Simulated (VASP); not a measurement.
A run of VASP 6.6.1:

Contents of INCAR:

```
SYSTEM = Sr3Zn
PREC = Accurate
ENCUT = 520
EDIFF = 1E-6
ISMEAR = -1
SIGMA = 0.1
LREAL = .False.
LASPH = .True.
NELM = 80
ALGO = Normal
ISIF = 2
LWAVE = .False.
LCHARG = .False.
GGA = PS
NBANDS = 29
```

The input KPOINTS:

```
regular mesh
0
Gamma
  5 5 5
  0 0 0
```

Contents of POSCAR:

```
Sr3Zn
1.0
    5.4799420000      0.0000000000      0.0000000000
    0.0000000000      5.4799420000      0.0000000000
    0.0000000000      0.0000000000      5.4799420000
Sr Zn
3 1
Direct
    0.5000000000      0.0000000000      0.5000000000
    0.5000000000      0.5000000000      0.0000000000
    0.0000000000      0.5000000000      0.5000000000
    0.0000000000      0.0000000000     -0.0364967366
```

Potentials or basis: VASP PAW PBE potentials, release 64 (Sr_sv, Zn).

Run with:

```console
$ cat potpaw_PBE.64/Sr_sv/POTCAR potpaw_PBE.64/Zn/POTCAR > POTCAR
$ mpirun -np 1 vasp_std > vasp.out
```

Hardware: 1 thread of Intel Xeon 6975P-C, on a shared host.

**Question.** How long does it take, and how much memory?

**Answer.** It took 72 s on 1 thread of Intel Xeon 6975P-C (shared host), peak memory 0.29 GiB. Counts: scf iterations 13, k points 18.
